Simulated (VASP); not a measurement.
Set up this calculation in VASP 6.6.1, as the native input.

| Quantity | Value |
| --- | --- |
| Task | single point |
| Functional | PBEsol |
| Potentials or basis | VASP PAW PBE potentials, release 64 (Te, Pb_d) |
| Cutoff | 520 eV |
| k mesh | 14 × 14 × 14 |
| Occupations | gaussian, width 0.025 eV |
| Spin | no spin polarisation |
| Dipole correction | no |
| Further INCAR settings | ALGO = Normal; EDIFF = 1e-06; NBANDS = 17 |

The structure of TePb lies in POSCAR:

```
TePb
1.0
    0.0000000000      3.2224232912      3.2224232912
    3.2224232912      0.0000000000      3.2224232912
    3.2224232912      3.2224232912      0.0000000000
Te Pb
1 1
Direct
    0.5000000000      0.5000000000      0.5000000000
    0.0000000000      0.0000000000      0.0000000000
```

One way to write it, as run:

INCAR

```
ALGO = Normal ; EDIFF = 1E-6
ENCUT = 520 ; GGA = PS
ISIF = 2 ; ISMEAR = 0
LASPH = True ; LCHARG = False
LREAL = False ; LWAVE = False
NBANDS = 17 ; NELM = 60
PREC = Accurate ; SIGMA = 0.025
```

KPOINTS

```
k-points
0
Gamma
  14 14 14
```

Potentials or basis: VASP PAW PBE potentials, release 64 (Te, Pb_d).

Command:

```bash
$ cat potpaw_PBE.64/Te/POTCAR potpaw_PBE.64/Pb_d/POTCAR > POTCAR
$ mpirun -np 1 vasp_std > vasp.out
```

It gave:

```yaml
Pressure: -0.1 GPa
Band_gap_on_the_k_mesh: 0.65 eV
```

Caveat: the PAW data sets were made with another functional, which shifts forces and pressure a little; spin-orbit coupling is left out, which moves the levels of the heavy elements.

Wall time 62 s on 1 thread of AMD EPYC 9R45 96-Core Processor (Zen 5), with other jobs on the host, peak memory 0.25 GiB.
